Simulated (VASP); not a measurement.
Write the native input for VASP 6.6.1 that does the following.

```yaml
Task: single point
Functional: LDA
Potentials_or_basis: VASP PAW LDA potentials, release 64 (Be, Te)
Cutoff: 520 eV
k_mesh: 8 × 8 × 8
Occupations: gaussian, width 0.01 eV
Spin: no spin polarisation
Dipole_correction: no
Further_INCAR_settings: ALGO = Normal; EDIFF = 1e-06; NBANDS = 11
```

The structure of BeTe lies in POSCAR:

```
BeTe
1.0
    0.0000000000      2.6938308687      2.6938308687
    2.6938308687      0.0000000000      2.6938308687
    2.6938308687      2.6938308687      0.0000000000
Be Te
1 1
Direct
    0.0000000000      0.0000000000      0.0000000000
    0.7500000000      0.7500000000      0.7500000000
```

The input as run:

INCAR

```
SYSTEM = BeTe
PREC     = Accurate       ! precision mode
ENCUT    = 520            ! plane-wave cutoff, eV
EDIFF    = 1E-6           ! SCF threshold, eV
ISMEAR   = 0              ! smearing method
SIGMA    = 0.01           ! smearing width, eV
LREAL    = .False.        ! projectors in reciprocal space
LASPH    = .True.         ! aspherical terms in the spheres
NELM     = 60             ! most SCF steps
ALGO     = Normal         ! electronic algorithm
ISIF     = 2              ! what is computed and relaxed
LWAVE    = .False.        ! write WAVECAR
LCHARG   = .True.         ! write CHGCAR
GGA      = CA             ! functional
LELF     = .True.         ! ELF
LVHAR    = .True.       
NBANDS   = 11             ! bands
```

KPOINTS

```
Automatic mesh
0
Gamma
  8 8 8
  0 0 0
```

Potentials or basis: VASP PAW LDA potentials, release 64 (Be, Te).

Run with:

```sh
$ cat potpaw_LDA.64/Be/POTCAR potpaw_LDA.64/Te/POTCAR > POTCAR
$ mpirun -np 1 vasp_std > vasp.out
```

It gave:

- Pressure: 7.4 GPa
- Band gap on the k mesh: 1.53 eV, indirect (least direct gap 3.45 eV)

Caveat: spin-orbit coupling is left out, which moves the levels of the heavy elements.

It took 5 s on 1 thread of Intel(R) Xeon(R) 6975P-C (Granite Rapids), with other jobs on the host, peak memory 0.14 GiB.
